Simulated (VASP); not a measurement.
Write the native input for VASP 6.6.1 that does the following.

| Property | Result |
| --- | --- |
| Task | single point |
| Functional | PBE |
| Potentials or basis | VASP PAW PBE potentials, release 64 (Na_pv, H) |
| Cutoff | 500 eV |
| k mesh | 10 × 10 × 10 |
| Occupations | gaussian, width 0.05 eV |
| Spin | no spin polarisation |
| Dipole correction | no |
| Further INCAR settings | ALGO = Normal; EDIFF = 1e-06; NBANDS = 11 |

The structure of NaH lies in POSCAR:

```
NaH
1.0
    2.9551240000      0.0000000000      0.0000000000
    0.0000000000      2.9551240000      0.0000000000
    0.0000000000      0.0000000000      2.9551240000
Na H
1 1
Direct
   -0.0507592913      0.0000000000     -0.0507592913
    0.5000000000      0.5000000000      0.5000000000
```

This cell differs from its parent crystal: atom 1 (Na) moved by (-0.150, -0.150) A along x and z.

These files were run (other wordings do the same):

INCAR

```
SYSTEM = NaH
  PREC = Accurate
  ENCUT = 500
  EDIFF = 1E-6
  ISMEAR = 0
  SIGMA = 0.05
  LREAL = .FALSE.
  LASPH = .TRUE.
  NELM = 120
  ALGO = Normal
  ISIF = 2
  LWAVE = .FALSE.
  LCHARG = .TRUE.
  GGA = PE
  LELF = .TRUE.
  LVHAR = .TRUE.
  NBANDS = 11
  GGA_COMPAT = .FALSE.
```

KPOINTS

```
Automatic mesh
0
G
  10 10 10
  0 0 0
```

Potentials or basis: VASP PAW PBE potentials, release 64 (Na_pv, H).

Run with:

```bash
$ cat potpaw_PBE.64/Na_pv/POTCAR potpaw_PBE.64/H/POTCAR > POTCAR
$ mpirun -np 1 vasp_std > vasp.out
```

Results of the run:

| Property | Result |
| --- | --- |
| Pressure | 0.5 GPa |
| Largest force | 0.103 eV/Å |
| Band gap on the k mesh | 1.07 eV (least direct gap 4.43 eV) |

Caveat: the cell differs from its parent crystal (atom 1 (Na) moved by (-0.150, -0.150) A along x and z).

It took 89 s on 1 thread of Intel Xeon 8259CL, on a shared host, peak memory 0.14 GiB.
